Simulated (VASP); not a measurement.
Runs of VASP 6.6.1 on Mn. The structure is that of space group Im-3m (No. 229), or close to it. The cells are those of the table. This isn't the form of Mn at room conditions, which is a 58-atom cubic cell.

| cell | k mesh | gap on the mesh (eV) | pressure (GPa) |
| --- | --- | --- | --- |
| a = 2.458 Å, angles 109.5°, 1 atom | 55 × 55 × 55 | none | -14.4 |
| a = 2.378 Å, angles 109.5°, 1 atom | 55 × 55 × 55 | none | 12.2 |
| a = 2.362 Å, angles 109.5°, 1 atom | 55 × 55 × 55 | none | (a) |
| a = 2.458 Å, angles 109.5°, 1 atom | 28 × 28 × 28 | none | -14.4 |

Alike in all rows: task single point; level PBE; potentials or basis VASP PAW PBE potentials, release 64 (Mn_pv); no spin polarisation; cutoff (eV) 520; smearing fermi-dirac 0.0612256 eV.

Q: Estimate the missing entries.

A: (a) 19.5.

Caveats: the run has no spin polarisation, though such a crystal can be magnetic; the cell stands under tension (at least some runs); the cell stands under pressure (at least some runs).

A gap of «none» marks levels without a gap at the run's occupations.
